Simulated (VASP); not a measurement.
# PdRu3Pt (Pm-3m) in VASP: single point with PBE

Aim: the single point of PdRu3Pt with PBE.

Everything below comes from runs of VASP 6.6.1. Logs are shortened: lines on timing, memory, paths and dates and some standing lists are left out, and cuts for length are marked.

### 1 The cell of the first run

Symmetry: Pm-3m, No. 221, cubic system. The conventional cell has a = 4.664 Å, b = 4.664 Å, c = 4.664 Å, α = 90.00°, β = 90.00°, γ = 90.00°. Ru (site symmetry 4/mmm) has 2 Pd at 2.33 Å within 3.1 Å. Pd (site symmetry m-3m) has 6 Ru at 2.33 Å within 3.1 Å. Within 4.3 Å of Pt (site symmetry m-3m) lie 12 Ru at 3.30 Å and 8 Pd at 4.04 Å.

### 2 Single point, PBE, collinear spin, ferromagnetic start

INCAR reads:

```
  PREC = Accurate
  ENCUT = 520
  EDIFF = 1E-6
  ISMEAR = 0
  SIGMA = 0.1
  LREAL = F
  LASPH = T
  NELM = 150
  ALGO = Fast
  ISIF = 2
  LWAVE = F
  LCHARG = F
  ISPIN = 2
  MAGMOM = 1.73 1.73 1.73 0.6 0.36
  LORBIT = 11
  LMAXMIX = 4
  GGA = PE
  NBANDS = 43
```

KPOINTS reads:

```
Automatic mesh
0
Gamma
  8 8 8
```

POSCAR reads:

```
PdRu3Pt
1.0
    4.6635933185      0.0000000000      0.0000000000
    0.0000000000      4.6635933185      0.0000000000
    0.0000000000      0.0000000000      4.6635933185
Ru Pd Pt
3 1 1
Direct
    0.5000000000      0.0000000000      0.0000000000
    0.0000000000      0.5000000000      0.0000000000
    0.0000000000      0.0000000000      0.5000000000
    0.0000000000      0.0000000000      0.0000000000
    0.5000000000      0.5000000000      0.5000000000
```

Potentials or basis: VASP PAW PBE potentials, release 64 (Ru_pv, Pd, Pt).

Started as:

```console
$ cat potpaw_PBE.64/Ru_pv/POTCAR potpaw_PBE.64/Pd/POTCAR potpaw_PBE.64/Pt/POTCAR > POTCAR
$ mpirun -np 1 vasp_std > vasp.out
```

OUTCAR:

```text
PREC = Accurate
   ENCUT = 520
   EDIFF = 1E-6
   ISMEAR = 0
   LREAL = F
   LASPH = T
   NELM = 150
   ISIF = 2
   ISPIN = 2
   LORBIT = 11
   GGA = PE

 ion  position               nearest neighbor table
   1  0.500  0.000  0.000-   4 2.33   4 2.33   2 3.30   5 3.30   3 3.30   5 3.30   2 3.30   5 3.30
                             5 3.30   2 3.30   3 3.30   3 3.30   3 3.30   2 3.30
   2  0.000  0.500  0.000-   4 2.33   4 2.33   1 3.30   5 3.30   3 3.30   5 3.30   1 3.30   3 3.30
                             3 3.30   3 3.30   1 3.30   5 3.30   5 3.30   1 3.30
   3  0.000  0.000  0.500-   4 2.33   4 2.33   1 3.30   5 3.30   1 3.30   2 3.30   2 3.30   2 3.30
                             5 3.30   2 3.30   1 3.30   5 3.30   1 3.30   5 3.30
   4  0.000  0.000  0.000-   1 2.33   2 2.33   3 2.33   3 2.33   2 2.33   1 2.33
   5  0.500  0.500  0.500-   1 3.30   2 3.30   3 3.30   1 3.30   2 3.30   1 3.30   3 3.30   1 3.30
                             2 3.30   3 3.30   2 3.30   3 3.30

  LATTYP: Found a simple cubic cell.
 ALAT       =     4.6635933185

  Lattice vectors:

 A1 = (   4.6635933185,   0.0000000000,   0.0000000000)
 A2 = (   0.0000000000,   4.6635933185,   0.0000000000)
 A3 = (   0.0000000000,   0.0000000000,   4.6635933185)

Analysis of symmetry for initial positions (statically):
=====================================================================
 Subroutine PRICEL returns:
 Original cell was already a primitive cell.

 Routine SETGRP: Setting up the symmetry group for a
 simple cubic supercell.

 Subroutine GETGRP returns: Found 48 space group operations
 (whereof 48 operations were pure point group operations)
 out of a pool of 48 trial point group operations.

The static configuration has the point symmetry O_h .

Analysis of symmetry for dynamics (positions and initial velocities):
=====================================================================
 Subroutine PRICEL returns:
 Original cell was already a primitive cell.

 Routine SETGRP: Setting up the symmetry group for a
 simple cubic supercell.

 Subroutine GETGRP returns: Found 48 space group operations
 (whereof 48 operations were pure point group operations)
 out of a pool of 48 trial point group operations.

The dynamic configuration has the point symmetry O_h .

Analysis of structural, dynamic, and magnetic symmetry:
=====================================================================
 Subroutine PRICEL returns:
 Original cell was already a primitive cell.

 Routine SETGRP: Setting up the symmetry group for a
 simple cubic supercell.

 Subroutine GETGRP returns: Found 48 space group operations
 (whereof 48 operations were pure point group operations)
 out of a pool of 48 trial point group operations.

[... 143 lines left out ...]
 NGX is ok and might be reduce to    36
   NGX = 17   NGY = 17   NGZ = 17

 number of electron      62.0000006 magnetization       6.3331209

 Free energy of the ion-electron system (eV)
  ---------------------------------------------------
  ext. energy  EPLUGINS =         0.00000000
  ---------------------------------------------------
  free energy    TOTEN  =       -28.43836828 eV

  energy without entropy =      -28.40777010  energy(sigma->0) =      -28.42306919

 E-fermi :   6.7567     XC(G=0): -11.4707

 val. band max:        6.7503966807   @ k =   0.2500   0.2500   0.1250
 cond. band min:       6.7724012184   @ k =   0.3750   0.2500   0.1250
 fundamental gap:      0.0220045377
 Fermi energy:         6.7567308793

 spin component 1

 k-point     1 :       0.0000    0.0000    0.0000
  band No.  band energies     occupation
      1     -36.5050      1.00000
      2     -36.5050      1.00000
      3     -36.5050      1.00000
      4     -36.2429      1.00000
      5     -36.2429      1.00000
      6     -36.2429      1.00000
[... 1093 lines left out ...]
     42      14.1287      0.00000
     43      15.9220      0.00000

 [... further k-points ...]

 spin component 2

 k-point     1 :       0.0000    0.0000    0.0000
  band No.  band energies     occupation
      1     -35.2853      1.00000
      2     -35.2853      1.00000
      3     -35.2853      1.00000
      4     -34.7723      1.00000
      5     -34.7723      1.00000
      6     -34.7723      1.00000
[... 1093 lines left out ...]
     42      14.5258      0.00000
     43      16.2147      0.00000

 [... further k-points ...]

------------------------ aborting loop because EDIFF is reached ----------------------------------------

  FORCE on cell =-STRESS in cart. coord.  units (eV):
  Direction    XX          YY          ZZ          XY          YZ          ZX
  --------------------------------------------------------------------------------------
  -------------------------------------------------------------------------------------
  Total       -0.0652219     -0.0652219     -0.0652219      0.0000000      0.0000000     -0.0000000
  in kB       -1.0302484     -1.0302484     -1.0302484      0.0000000      0.0000000     -0.0000000
  external PRESSURE =      -1.0302484 kB  Pullay stress =       0.0000000 kB

 VOLUME and BASIS-vectors are now :
 -----------------------------------------------------------------------------
  energy-cutoff  :      520.00
  volume of cell :      101.43
      direct lattice vectors                 reciprocal lattice vectors
     4.663593319  0.000000000  0.000000000     0.214426930  0.000000000  0.000000000
     0.000000000  4.663593319  0.000000000     0.000000000  0.214426930  0.000000000
     0.000000000  0.000000000  4.663593319     0.000000000  0.000000000  0.214426930

 POSITION                                       TOTAL-FORCE (eV/Angst)
 -----------------------------------------------------------------------------------
      2.33180      0.00000      0.00000         0.000000      0.000000      0.000000
      0.00000      2.33180      0.00000         0.000000      0.000000      0.000000
      0.00000      0.00000      2.33180         0.000000      0.000000      0.000000
      0.00000      0.00000      0.00000         0.000000      0.000000      0.000000
      2.33180      2.33180      2.33180         0.000000      0.000000      0.000000
 -----------------------------------------------------------------------------------
    total drift:                                0.000000      0.000000     -0.000000

  FREE ENERGIE OF THE ION-ELECTRON SYSTEM (eV)
  ---------------------------------------------------
  free  energy   TOTEN  =       -28.4383682820 eV

  energy  without entropy=      -28.4077701010  energy(sigma->0) =      -28.42306919

 total charge

# of ion       s       p       d       tot
------------------------------------------
    1        0.278   6.141   5.942  12.361
    2        0.278   6.141   5.942  12.361
    3        0.278   6.141   5.942  12.361
    4        0.839   0.823   8.611  10.273
    5        0.514   0.207   7.994   8.715
--------------------------------------------------
tot          2.186  19.453  34.432  56.071

 magnetization (x)

# of ion       s       p       d       tot
------------------------------------------
    1        0.003  -0.002   1.790   1.791
    2        0.003  -0.002   1.790   1.791
    3        0.003  -0.002   1.790   1.791
    4       -0.024  -0.047   0.551   0.480
    5       -0.028  -0.023   0.376   0.324
--------------------------------------------------
tot         -0.044  -0.075   6.295   6.177
```

It took 3.7 min on 1 thread of Intel Xeon Platinum 8259CL at 2.50GHz (Skylake/Cascade Lake), shared host; peak memory 0.4 GiB.

What came out:

```
Free energy                                           : -28.4384 eV
Pressure                                              : -0.1 GPa
Net moment                                            : 6.33 μB per cell
Site moments                                          : Ru +1.79; Pd +0.48; Pt +0.32 μB
Valence electrons inside the program's atomic spheres : Ru 12.36; Pd 10.27; Pt 8.71
```

Levels at points of the mesh, in eV from the Fermi level:
Spin up:
| k point | band 31 | band 32 | band 33 | band 34 | band 35 | band 36 | band 37 | band 38 |
| --- | --- | --- | --- | --- | --- | --- | --- | --- |
| (0.00, 0.00, 0.00) | -0.05 | -0.05 | -0.05 | 1.49 | 1.49 | 1.52 | 1.52 | 1.52 |
| (0.50, 0.00, 0.00) | -0.61 | -0.43 | -0.43 | -0.26 | -0.18 | 1.15 | 4.29 | 4.81 |
| (0.50, 0.50, 0.00) | -1.32 | -1.01 | -0.33 | -0.33 | 0.57 | 0.57 | 0.63 | 1.06 |
| (0.50, 0.50, 0.50) | -0.62 | -0.62 | -0.62 | -0.34 | -0.34 | 1.34 | 1.34 | 1.34 |
Spin down:
| k point | band 24 | band 25 | band 26 | band 27 | band 28 | band 29 | band 30 | band 31 | band 32 | band 33 |
| --- | --- | --- | --- | --- | --- | --- | --- | --- | --- | --- |
| (0.00, 0.00, 0.00) | 0.80 | 0.80 | 0.80 | 0.90 | 0.90 | 0.90 | 0.96 | 0.96 | 0.96 | 1.11 |
| (0.50, 0.00, 0.00) | -0.72 | -0.72 | -0.39 | -0.39 | 0.03 | 0.22 | 0.29 | 0.81 | 0.83 | 0.83 |
| (0.50, 0.50, 0.00) | -1.37 | -1.28 | -1.18 | -1.17 | -0.73 | -0.73 | -0.23 | 0.05 | 0.39 | 0.91 |
| (0.50, 0.50, 0.50) | -1.13 | -0.98 | -0.98 | -0.98 | 0.02 | 0.02 | 0.02 | 0.79 | 0.79 | 0.88 |

Caveat: spin-orbit coupling is left out, which moves the levels of the heavy elements.
